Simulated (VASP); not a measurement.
Set up this calculation in VASP 6.6.1, as the native input.

- Task: single point
- Functional: PBEsol
- Potentials or basis: VASP PAW PBE potentials, release 64 (Rh_pv)
- Cutoff: 520 eV
- k mesh: 28 × 28 × 28
- Occupations: gaussian, width 0.15 eV
- Spin: no spin polarisation
- Dipole correction: no
- Further INCAR settings: ALGO = Normal; EDIFF = 1e-06; NBANDS = 14

The structure of Rh lies in POSCAR:

```
Rh
1.0
    0.0000000000      1.8899965797      1.8899965797
    1.8899965797      0.0000000000      1.8899965797
    1.8899965797      1.8899965797      0.0000000000
Rh
1
Direct
    0.0000000000      0.0000000000      0.0000000000
```

These files were run (other wordings do the same):

INCAR

```
  ALGO = Normal
  EDIFF = 1E-6
  ENCUT = 520
  GGA = PS
  ISIF = 2
  ISMEAR = 0
  LASPH = T
  LCHARG = T
  LELF = T
  LREAL = F
  LVHAR = T
  LWAVE = F
  NBANDS = 14
  NELM = 100
  PREC = Accurate
  SIGMA = 0.15
```

KPOINTS

```
k-points
0
Gamma
  28 28 28
```

Potentials or basis: VASP PAW PBE potentials, release 64 (Rh_pv).

Run with:

```console
$ cat potpaw_PBE.64/Rh_pv/POTCAR > POTCAR
$ mpirun -np 1 vasp_std > vasp.out
```

Results of the run:

```
Pressure : 0.0 GPa
```

Caveat: the PAW data sets were made with another functional, which shifts forces and pressure a little.

It took 72 s on 1 thread of Intel(R) Xeon(R) Platinum 8259CL CPU @ 2.50GHz (Skylake/Cascade Lake), with other jobs on the host, peak memory 0.22 GiB.
